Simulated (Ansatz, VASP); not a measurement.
# Mg9O8: VASP beside Ansatz

```
CELL_PARAMETERS angstrom
0.00000 4.31000 4.31000
4.31000 0.00000 4.31000
4.31000 4.31000 0.00000
ATOMIC_POSITIONS crystal
Mg 0.00202 0.00138 0.01593
Mg 0.94491 0.94400 0.44426
Mg 0.00833 0.50550 0.00578
Mg 0.00203 0.51565 0.50170
Mg 0.50605 0.00756 0.00592
Mg 0.51637 0.00155 0.50183
Mg 0.50770 0.50692 0.00717
Mg 0.50607 0.50567 0.50780
Mg 0.08365 0.08272 0.58296
O 0.27761 0.27707 0.24476
O 0.24995 0.24880 0.74914
O 0.26231 0.73861 0.23888
O 0.27763 0.74454 0.77733
O 0.73936 0.26167 0.23900
O 0.74528 0.27690 0.77713
O 0.75853 0.75758 0.25793
O 0.73934 0.73874 0.76191
```

Alike in both runs: functional LDA; k mesh 2 × 2 × 2; occupations fermi-dirac, width 0.02 eV; no spin polarisation.

Ansatz relaxed the structure, and its values are those at the end. VASP's run is a single point on that final structure, the one shown.

|  | VASP | Ansatz |
| --- | --- | --- |
| version | VASP 6.6.1 | Ansatz 0.2.0 |
| potentials or method | VASP PAW LDA potentials, release 64 (Mg, O), cutoff 520 eV | scalar-relativistic, plane waves, PAW |
| valence electrons in the cell | 66 | 138 |

```csv
,VASP,Ansatz,Ansatz less VASP
rms of the force components (eV/Å),0.023,0.005,-0.0181
```

Ansatz warns that its potentials were made for another functional, while VASP's fit it. LDA's correlation is that of Perdew and Zunger in VASP and of Perdew and Wang (1992) in Ansatz. VASP's potentials hold 66 valence electrons a cell and Ansatz's 138, so a difference there can come from the potentials and not from the codes.

The k mesh is coarse, so the values compare programs but aren't converged.
